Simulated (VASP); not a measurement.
Here is a VASP 6.6.1 calculation.

File INCAR:

```
  ALGO = Normal
  EDIFF = 1E-8
  ENCUT = 520
  GGA = PS
  ISIF = 2
  ISMEAR = -1
  LASPH = True
  LCHARG = False
  LEFG = True
  LREAL = False
  LWAVE = False
  NBANDS = 24
  NELM = 100
  PREC = Accurate
  SIGMA = 0.01
```

The input KPOINTS:

```
k-points
0
Gamma
  9 9 5
```

Contents of POSCAR:

```
TaN
1.0
    3.0500010905      0.0000000000      0.0000000000
   -1.5250005453      2.6413784260      0.0000000000
    0.0000000000      0.0000000000      4.8906000000
Ta N
2 2
Direct
    0.3333333333      0.6666666667      0.0000000000
    0.6666666667      0.3333333333      0.5000000000
    0.3333333333      0.6666666667      0.3850000000
    0.6666666667      0.3333333333      0.8850000000
```

Potentials or basis: VASP PAW PBE potentials, release 64 (Ta_pv, N).

Command:

```sh
$ cat potpaw_PBE.64/Ta_pv/POTCAR potpaw_PBE.64/N/POTCAR > POTCAR
$ mpirun -np 1 vasp_std > vasp.out
```

Question: What does it give for the pressure?

Answer: 136.4 GPa.

Question: Predict the largest force.

Answer: 1.719 eV/Å.

Stress tensor (GPa, compression positive):
```
143.37   0.00   0.00
  0.00 143.37   0.00
  0.00   0.00 122.35
```

Caveat: the cell differs from its parent crystal (zz strain of -1 %); the cell stands under pressure; without QUAD_EFG the Cq values of the log hold for a quadrupole moment of 1 mb, not for the nuclei; the PAW data sets were made with another functional, which shifts forces and pressure a little.
